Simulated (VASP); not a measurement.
# NiBiCl3 (Pm-3m) in VASP: further runs

The runs below take NiBiCl3 through relaxation of cell and atoms, single point, with PBE.

All numbers are computed with VASP 6.6.1; they aren't measurements. Logs are shortened: lines on timing, memory, paths and dates and some standing lists are left out, and cuts for length are marked.

## Step 1: The cell of the first run

It takes space group Pm-3m (No. 221, cubic). Conventional cell: a = 4.833 Å, b = 4.833 Å, c = 4.833 Å, α = 90.00°, β = 90.00°, γ = 90.00°. Ni (site symmetry m-3m) has 12 Cl at 3.42 Å and 8 Bi at 4.19 Å within 4.5 Å. Bi (site symmetry m-3m) has 6 Cl at 2.42 Å within 3.2 Å. Within 3.2 Å of Cl (site symmetry 4/mmm) lie 2 Bi at 2.42 Å.

## Step 2: Relaxation of cell and atoms, PBE, collinear spin, ferromagnetic start

File INCAR:

```
SYSTEM = NiBiCl3
ALGO = Normal ; EDIFF = 1E-7
EDIFFG = -0.04 ; ENCUT = 600
GGA = PE ; IBRION = 2
ISIF = 3 ; ISMEAR = 0
ISPIN = 2 ; LASPH = .True.
LCHARG = .False. ; LMAXMIX = 4
LORBIT = 11 ; LREAL = .False.
LWAVE = .False. ; MAGMOM = 2 0 0 0 0
NELM = 150 ; NSW = 90
PREC = Accurate ; SIGMA = 0.1
```

File KPOINTS:

```
k-points
0
Gamma
  4 4 4
  0 0 0
```

File POSCAR:

```
NiBiCl3
1.0
    4.8333072200      0.0000000000      0.0000000000
    0.0000000000      4.8333072200      0.0000000000
    0.0000000000      0.0000000000      4.8333072200
Ni Bi Cl
1 1 3
Direct
    0.5000000000      0.5000000000      0.5000000000
    0.0000000000      0.0000000000      0.0000000000
    0.5000000000      0.0000000000      0.0000000000
    0.0000000000      0.5000000000      0.0000000000
    0.0000000000      0.0000000000      0.5000000000
```

Potentials or basis: VASP PAW PBE potentials, release 64 (Ni, Bi_d, Cl).

Launch:

```bash
$ cat potpaw_PBE.64/Ni/POTCAR potpaw_PBE.64/Bi_d/POTCAR potpaw_PBE.64/Cl/POTCAR > POTCAR
$ mpirun -np 1 vasp_std > vasp.out
```

OUTCAR:

```text
SYSTEM = NiBiCl3
   EDIFF = 1E-7
   EDIFFG = -0.04
   ENCUT = 600
   GGA = PE
   IBRION = 2
   ISIF = 3
   ISMEAR = 0
   ISPIN = 2
   LASPH = .True.
   LORBIT = 11
   LREAL = .False.
   NELM = 150
   NSW = 90
   PREC = Accurate

 ion  position               nearest neighbor table
   1  0.500  0.500  0.500-
   2  0.000  0.000  0.000-   3 2.42   4 2.42   5 2.42   5 2.42   4 2.42   3 2.42
   3  0.500  0.000  0.000-   2 2.42   2 2.42
   4  0.000  0.500  0.000-   2 2.42   2 2.42
   5  0.000  0.000  0.500-   2 2.42   2 2.42

  LATTYP: Found a simple cubic cell.
 ALAT       =     4.8333072200

  Lattice vectors:

 A1 = (   4.8333072200,   0.0000000000,   0.0000000000)
 A2 = (   0.0000000000,   4.8333072200,   0.0000000000)
 A3 = (   0.0000000000,   0.0000000000,   4.8333072200)

Analysis of symmetry for initial positions (statically):
=====================================================================
 Subroutine PRICEL returns:
 Original cell was already a primitive cell.

 Routine SETGRP: Setting up the symmetry group for a
 simple cubic supercell.

 Subroutine GETGRP returns: Found 48 space group operations
 (whereof 48 operations were pure point group operations)
 out of a pool of 48 trial point group operations.

The static configuration has the point symmetry O_h .

Analysis of symmetry for dynamics (positions and initial velocities):
=====================================================================
 Subroutine PRICEL returns:
 Original cell was already a primitive cell.

 Routine SETGRP: Setting up the symmetry group for a
 simple cubic supercell.

 Subroutine GETGRP returns: Found 48 space group operations
 (whereof 48 operations were pure point group operations)
 out of a pool of 48 trial point group operations.

The dynamic configuration has the point symmetry O_h .

Analysis of structural, dynamic, and magnetic symmetry:
=====================================================================
 Subroutine PRICEL returns:
 Original cell was already a primitive cell.

 Routine SETGRP: Setting up the symmetry group for a
 simple cubic supercell.

 Subroutine GETGRP returns: Found 48 space group operations
 (whereof 48 operations were pure point group operations)
 out of a pool of 48 trial point group operations.

The overall configuration has the point symmetry O_h .

 Subroutine INISYM returns: Found 48 space group operations
 (whereof 48 operations are pure point group operations),
 and found     1 'primitive' translations

----------------------------------------------------------------------------------------

                                     Primitive cell

  volume of cell :     112.9102

  direct lattice vectors                    reciprocal lattice vectors
     4.833307220  0.000000000  0.000000000     0.206897670  0.000000000  0.000000000
     0.000000000  4.833307220  0.000000000     0.000000000  0.206897670  0.000000000
     0.000000000  0.000000000  4.833307220     0.000000000  0.000000000  0.206897670

  length of vectors
     4.833307220  4.833307220  4.833307220     0.206897670  0.206897670  0.206897670

  position of ions in fractional coordinates (direct lattice)
     0.500000000  0.500000000  0.500000000
     0.000000000  0.000000000  0.000000000
     0.500000000  0.000000000  0.000000000
     0.000000000  0.500000000  0.000000000
     0.000000000  0.000000000  0.500000000

  ion indices of the primitive-cell ions
   primitive index   ion index
                 1           1
                 2           2
                 3           3
                 4           4
                 5           5

----------------------------------------------------------------------------------------

 KPOINTS: k-points

Automatic generation of k-mesh.
 Grid dimensions read from file:
 generate k-points for:    4    4    4

 Generating k-lattice:

  Cartesian coordinates                     Fractional coordinates (reciprocal lattice)
     0.051724417  0.000000000  0.000000000     0.250000000  0.000000000  0.000000000
     0.000000000  0.051724417  0.000000000     0.000000000  0.250000000  0.000000000
     0.000000000  0.000000000  0.051724417     0.000000000  0.000000000  0.250000000

  Length of vectors
     0.051724417  0.051724417  0.051724417

  Shift w.r.t. Gamma in fractional coordinates (k-lattice)
     0.000000000  0.000000000  0.000000000

 Subroutine IBZKPT returns following result:
 ===========================================

 Found     10 irreducible k-points:

 Following reciprocal coordinates:
            Coordinates               Weight
  0.000000  0.000000  0.000000      1.000000
  0.250000  0.000000  0.000000      6.000000
  0.500000  0.000000  0.000000      3.000000
  0.250000  0.250000  0.000000     12.000000
  0.500000  0.250000  0.000000     12.000000
  0.500000  0.500000  0.000000      3.000000
  0.250000  0.250000  0.250000      8.000000
  0.500000  0.250000  0.250000     12.000000
  0.500000  0.500000  0.250000      6.000000
  0.500000  0.500000  0.500000      1.000000
   k-points           NKPTS =     10   k-points in BZ     NKDIM =     10   number of bands    NBANDS=     28
   number of dos      NEDOS =    301   number of ions     NIONS =      5
   total plane-waves  NPLWV =  64000
   dimension x,y,z NGX =    40 NGY =   40 NGZ =   40
   dimension x,y,z NGXF=    80 NGYF=   80 NGZF=   80
   ions per type =               1   1   3
   NGX,Y,Z   is equivalent  to a cutoff of  13.76, 13.76, 13.76 a.u.
   NGXF,Y,Z  is equivalent  to a cutoff of  27.52, 27.52, 27.52 a.u.
 SYSTEM =  NiBiCl3
   PREC   = accura    normal or accurate (medium, high low for compatibility)
   ISTART =      0    job   : 0-new  1-cont  2-samecut
   ICHARG =      2    charge: 1-file 2-atom 10-const
   ISPIN  =      2    spin polarized calculation?
   LNONCOLLINEAR =      F non collinear calculations
   LSORBIT =      F    spin-orbit coupling
   LASPH  =      T    aspherical Exc in radial PAW
   ENCUT  =  600.0 eV  44.10 Ry    6.64 a.u.   9.65  9.65  9.65*2*pi/ulx,y,z
   NELM   =    150;   NELMIN=  2; NELMDL= -5     # of ELM steps
   EDIFF  = 0.1E-06   stopping-criterion for ELM
   LREAL  =      F    real-space projection
   EDIFFG = -.4E-01   stopping-criterion for IOM
   NSW    =     90    number of steps for IOM
   IBRION =      2    ionic relax: 0-MD 1-quasi-New 2-CG
   NFREE  =      1    steps in history (QN), initial steepest desc. (CG)
   ISIF   =      3    stress and relaxation
   ISYM   =      2    0-nonsym 1-usesym 2-fastsym
   POTIM  = 0.5000    time-step for ionic-motion
   TEBEG  =    0.0;   TEEND  =   0.0 temperature during run
   PSTRESS=    0.0 pullay stress
   NELECT =      46.0000    total number of electrons
   NUPDOWN=      -1.0000    fix difference up-down
   EMIN   =  10.00;   EMAX   =-10.00  energy-range for DOS
   EFERMI =   0.00;   METHOD = LEGACY
   ISMEAR =     0;   SIGMA  =   0.10  broadening in eV -4-tet -1-fermi 0-gaus
   EFERMI_NEDOS =   21; number of points for ismear=-14 and -15
   IALGO  =     38    algorithm
   IMIX   =      4    mixing-type and parameters
     AMIX     =   0.40;   BMIX     =  1.00
     AMIX_MAG =   1.60;   BMIX_MAG =  1.00
  volume/ion in A,a.u.               =      22.58       152.39
  Fermi-wavevector in a.u.,A,eV,Ry     =   1.213621  2.293411 20.039690  1.472876
  Thomas-Fermi vector in A             =   2.349067
   LORBIT       =     11    0 simple, 1 ext, 2 COOP (PROOUT), +10 PAW based schemes
   GGA     = PE    functional components
   LHFCALC =     F    Hartree Fock is set to
   AEXX    =    0.0000 exact exchange contribution
   IVDW    =     0    specifies the selected vdW correction
   LEPSILON=     F    determine dielectric tensor
   LRPA    =     F    only Hartree local field effects (RPA)
 conjugate gradient relaxation of ions
 spin polarized calculation
 Gauss-broadening in eV      SIGMA  =   0.10
  energy-cutoff  :      600.00
  volume of cell :      112.91
 maximum number of plane-waves:      3840
 NGX is ok and might be reduce to    40
   NGX = 19   NGY = 19   NGZ = 19

--------------------------------------- Ionic step        1  -------------------------------------------

 number of electron      46.0000018 magnetization       1.5615908

 Free energy of the ion-electron system (eV)
  ---------------------------------------------------
  ext. energy  EPLUGINS =         0.00000000
  ---------------------------------------------------
  free energy    TOTEN  =       -10.98932067 eV

  energy without entropy =      -10.91719970  energy(sigma->0) =      -10.95326018

 E-fermi :   6.0813     XC(G=0):  -9.4895

 val. band max:        6.0607142073   @ k =   0.2500   0.2500   0.2500
 cond. band min:       6.1168045491   @ k =   0.5000   0.0000   0.0000
 fundamental gap:      0.0560903419
 Fermi energy:         6.0813360927

 spin component 1

 k-point     1 :       0.0000    0.0000    0.0000
  band No.  band energies     occupation
      1     -18.9579      1.00000
      2     -18.9579      1.00000
      3     -18.6148      1.00000
      4     -18.6148      1.00000
      5     -18.6148      1.00000
      6     -13.4358      1.00000
[... 726 lines left out ...]
  FREE ENERGIE OF THE ION-ELECTRON SYSTEM (eV)
  ---------------------------------------------------
  free  energy   TOTEN  =       -13.8310205863 eV

  energy  without entropy=      -13.7351905922  energy(sigma->0) =      -13.78310559

--------------------------------------- Ionic step        4  -------------------------------------------

 number of electron      46.0000033 magnetization      -0.0038372

 number of electron      46.0000033 magnetization       0.0010946

 Free energy of the ion-electron system (eV)
  ---------------------------------------------------
  ext. energy  EPLUGINS =         0.00000000
  ---------------------------------------------------
  free energy    TOTEN  =       -13.80343841 eV

  energy without entropy =      -13.69753552  energy(sigma->0) =      -13.75048697

 E-fermi :   2.3252     XC(G=0):  -7.7054

 val. band max:        2.2958472257   @ k =   0.5000   0.5000   0.2500
 cond. band min:       2.4295813498   @ k =   0.2500   0.2500   0.0000
 fundamental gap:      0.1337341241
 Fermi energy:         2.3251791522

 spin component 1

 k-point     1 :       0.0000    0.0000    0.0000
  band No.  band energies     occupation
      1     -21.9744      1.00000
      2     -21.9744      1.00000
      3     -21.9274      1.00000
      4     -21.9274      1.00000
      5     -21.9274      1.00000
      6     -14.2841      1.00000
[... 634 lines left out ...]
 POSITION                                       TOTAL-FORCE (eV/Angst)
 -----------------------------------------------------------------------------------
      2.75037      2.75037      2.75037         0.000000     -0.000000      0.000000
      0.00000      0.00000      0.00000        -0.000000      0.000000      0.000000
      2.75037      0.00000     -0.00000        -0.000000      0.000000      0.000000
      0.00000      2.75037     -0.00000        -0.000000      0.000000      0.000000
     -0.00000      0.00000      2.75037        -0.000000      0.000000      0.000000
 -----------------------------------------------------------------------------------
    total drift:                               -0.000000      0.000000     -0.000000

  FREE ENERGIE OF THE ION-ELECTRON SYSTEM (eV)
  ---------------------------------------------------
  free  energy   TOTEN  =       -13.8034384113 eV

  energy  without entropy=      -13.6975355233  energy(sigma->0) =      -13.75048697

 reached required accuracy - stopping structural energy minimisation

 total charge

# of ion       s       p       d       tot
------------------------------------------
    1        0.139   0.009   8.632   8.779
    2        1.645   0.913   9.972  12.530
    3        1.610   3.484   0.000   5.094
    4        1.610   3.484   0.000   5.094
    5        1.610   3.484   0.000   5.094
--------------------------------------------------
tot          6.615  11.373  18.603  36.592

 magnetization (x)

# of ion       s       p       d       tot
------------------------------------------
    1        0.000   0.000   0.000   0.001
    2        0.000   0.000   0.000   0.000
    3        0.000   0.000   0.000   0.000
    4        0.000   0.000   0.000   0.000
    5        0.000   0.000   0.000   0.000
--------------------------------------------------
tot          0.000   0.000   0.000   0.001
```

It took 7.6 min on 1 thread of Intel Xeon 6975P-C (Granite Rapids), shared host; peak memory 0.34 GiB.

What came out:

```yaml
Free_energy: -13.8034 eV
Relaxed_volume: 33.29 Å³/atom
Relaxed_cell: a = 5.501 Å, b = 5.501 Å, c = 5.501 Å, α = 90.00°, β = 90.00°, γ = 90.00°
Space_group_after_relaxing_to_0.1_Å: Pm-3m (No. 221)
Energy_gained_by_relaxing: 562.8 meV/atom
Ionic_steps: 4
Pressure_after_relaxing: -0.1 GPa
Band_gap_on_the_k_mesh: zero (filled and empty bands overlap)
Net_moment: 0.00 μB per cell
Valence_electrons_inside_the_program's_atomic_spheres: Ni 8.78; Bi 12.53; Cl 5.09
```

Step by step:
| step | energy change (eV) | largest force (eV/Å) | pressure (GPa) | volume (Å³) |
| --- | --- | --- | --- | --- |
| 1 | 0.0000 | 0.0000 | 25.81 | 112.91 |
| 2 | -2.7215 | 0.0000 | -2.20 | 183.41 |
| 3 | -2.8417 | 0.0000 | 0.73 | 161.65 |
| 4 | -2.8141 | 0.0000 | -0.12 | 166.44 |

Final structure:
```
CELL_PARAMETERS angstrom
5.50073 0.00000 0.00000
0.00000 5.50073 0.00000
0.00000 0.00000 5.50073
ATOMIC_POSITIONS crystal
Ni 0.50000 0.50000 0.50000
Bi 0.00000 0.00000 0.00000
Cl 0.50000 0.00000 0.00000
Cl 0.00000 0.50000 0.00000
Cl 0.00000 0.00000 0.50000
```

Caveat: the volume moved by over 15 % at a fixed basis, so the end points are rough; spin-orbit coupling is left out, which moves the levels of the heavy elements; semilocal functionals often make such compounds metallic where correlation or magnetic order opens a gap, which also shifts bond lengths.

[end of part 1 of 2]
